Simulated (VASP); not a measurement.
Wanted: the native input for a VASP 6.6.1 run.

| Item | Value |
| --- | --- |
| Task | single point |
| Functional | PBE |
| Potentials or basis | VASP PAW PBE potentials, release 64 (Zr_sv, N) |
| Cutoff | 600 eV |
| k mesh | 21 × 21 × 12 |
| Occupations | gaussian, width 0.1 eV |
| Spin | no spin polarisation |
| Dipole correction | no |
| Further INCAR settings | ALGO = Normal; EDIFF = 1e-06; NBANDS = 34 |

The structure of ZrN lies in POSCAR:

```
ZrN
1.0
    3.2489751569      0.0000002883      0.0000000000
   -1.6244878282      2.8136948780      0.0000000000
    0.0000000000      0.0000000000      7.9581550894
Zr N
3 3
Direct
    0.0000000000      0.0000000000      0.0000000000
    0.3333333333      0.6666666667      0.3333333333
    0.6666666667      0.3333333333      0.6666666667
    0.6666666667      0.3333333333      0.1666666667
    0.0000000000      0.0000000000      0.5000000000
    0.3333333333      0.6666666667      0.8333333333
```

The input as run:

INCAR

```
SYSTEM = ZrN
ALGO     = Normal         ! electronic algorithm
EDIFF    = 1E-6           ! SCF threshold, eV
ENCUT    = 600            ! plane-wave cutoff, eV
GGA      = PE             ! functional
GGA_COMPAT= .False.      
ISIF     = 2              ! what is computed and relaxed
ISMEAR   = 0              ! smearing method
LASPH    = .True.         ! aspherical terms in the spheres
LCHARG   = .True.         ! write CHGCAR
LELF     = .True.         ! ELF
LREAL    = .False.        ! projectors in reciprocal space
LVHAR    = .True.       
LWAVE    = .False.        ! write WAVECAR
NBANDS   = 34             ! bands
NELM     = 120            ! most SCF steps
PREC     = Accurate       ! precision mode
SIGMA    = 0.1            ! smearing width, eV
```

KPOINTS

```
k-points
0
Gamma
  21 21 12
  0 0 0
```

Potentials or basis: VASP PAW PBE potentials, release 64 (Zr_sv, N).

The run is started by

```bash
$ cat potpaw_PBE.64/Zr_sv/POTCAR potpaw_PBE.64/N/POTCAR > POTCAR
$ mpirun -np 1 vasp_std > vasp.out
```

Results of the run:

```json
{
  "Pressure": "0.1 GPa",
  "Band gap on the k mesh": "zero (an odd number of electrons rules out a gap without spin polarisation)"
}
```

Wall time 46 min on 1 thread of Intel Xeon 8259CL, with other jobs on the host, peak memory 1.2 GiB.
